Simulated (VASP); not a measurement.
Write the native input for VASP 6.6.1 that does the following.

- Task: single point
- Functional: PBE
- Potentials or basis: VASP PAW PBE potentials, release 64 (Ca_sv, O)
- Cutoff: 520 eV
- k mesh: 10 × 10 × 10
- Occupations: gaussian, width 0.016 eV
- Spin: no spin polarisation
- Dipole correction: no
- Further INCAR settings: ALGO = Normal; EDIFF = 1e-06; NBANDS = 15

The structure of CaO lies in POSCAR:

```
CaO
1.0
    0.0000000000      2.4035556960      2.4035556960
    2.4035556960      0.0000000000      2.4035556960
    2.4035556960      2.4035556960      0.0000000000
Ca O
1 1
Direct
    0.0000000000      0.0000000000      0.0000000000
    0.5000000000      0.5000000000      0.5000000000
```

These files were run (other wordings do the same):

INCAR

```
SYSTEM = CaO
PREC = Accurate
ENCUT = 520
EDIFF = 1E-6
ISMEAR = 0
SIGMA = 0.016
LREAL = .FALSE.
LASPH = .TRUE.
NELM = 100
ALGO = Normal
ISIF = 2
LWAVE = .FALSE.
LCHARG = .FALSE.
GGA = PE
NBANDS = 15
```

KPOINTS

```
regular mesh
0
G
  10 10 10
  0 0 0
```

Potentials or basis: VASP PAW PBE potentials, release 64 (Ca_sv, O).

The run is started by

```console
$ cat potpaw_PBE.64/Ca_sv/POTCAR potpaw_PBE.64/O/POTCAR > POTCAR
$ mpirun -np 1 vasp_std > vasp.out
```

Results of the run:

- Pressure: 2.2 GPa
- Band gap on the k mesh: 3.64 eV (least direct gap 4.01 eV)

Wall time 27 s on 1 thread of Intel Xeon 8259CL (shared host), peak memory 0.17 GiB.
